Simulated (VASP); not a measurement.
## AlP: relaxation of cell and atoms with PBEsol

Crystal: AlP.

```
Al P
1.0
     0.00000    2.73512    2.73512
     2.73512    0.00000    2.73512
     2.73512    2.73512    0.00000
Al P
1 1
Direct
  0.00000 0.00000 0.00000
  0.75000 0.75000 0.75000
```

```json
{
 "Program": "VASP 6.6.1",
 "Task": "relaxation of cell and atoms",
 "Functional": "PBEsol",
 "Potentials or basis": "VASP PAW PBE potentials, release 64 (Al, P)",
 "Cutoff": "500 eV",
 "k mesh": "8 × 8 × 8",
 "Occupations": "gaussian, width 0.01 eV",
 "Spin": "no spin polarisation",
 "Target pressure": "2 GPa",
 "Dipole correction": "no",
 "Further INCAR settings": "ALGO = Normal; EDIFF = 1e-07; IBRION = 2; EDIFFG = -0.002; NSW = 100; ISIF = 3"
}
```

```yaml
Relaxed_volume: 20.03 Å³/atom
Relaxed_cell: a = 3.840 Å, b = 3.840 Å, c = 3.840 Å, α = 60.00°, β = 60.00°, γ = 60.00°
Space_group_after_relaxing_to_0.1_Å: F-43m (No. 216)
Energy_change_on_relaxing_the_run_minimises_the_enthalpy: +2.7 meV/atom
Ionic_steps: 3
Pressure_after_relaxing: 2.0 GPa
Band_gap_on_the_k_mesh: 1.41 eV (least direct gap 3.34 eV)
```

The path:
```csv
step,energy change (eV),largest force (eV/Å),pressure (GPa),volume (Å³)
1,0.0000,0.0000,0.05,40.92
2,0.0155,0.0000,3.46,39.46
3,0.0054,0.0000,2.00,40.05
```

Final structure:
```
Al P
1.0
     0.00000    2.71563    2.71563
     2.71563    0.00000    2.71563
     2.71563    2.71563    0.00000
Al P
1 1
Direct
  0.00000 0.00000 0.00000
  0.75000 0.75000 0.75000
```

Levels at points of the mesh, in eV from the valence-band top:
```tsv
k point	band 1	band 2	band 3	band 4	band 5	band 6	band 7	band 8
(0.00, 0.00, 0.00)	-11.62	0.00	0.00	0.00	3.34	4.53	4.53	4.53
(0.50, 0.00, 0.00)	-9.88	-5.65	-0.78	-0.78	2.79	4.75	4.75	8.12
(0.50, 0.50, 0.00)	-9.20	-5.40	-2.16	-2.16	1.41	2.36	11.13	11.13
```

Wall time 18 s on 1 thread of Intel(R) Xeon(R) Platinum 8375C CPU @ 2.90GHz (Ice Lake), on a shared host, peak memory 0.15 GiB.

Caveat: the cell is relaxed towards a set pressure, so the run minimises the enthalpy, not the energy; the PAW data sets were made with another functional, which shifts forces and pressure a little. A k mesh can miss the band edges.
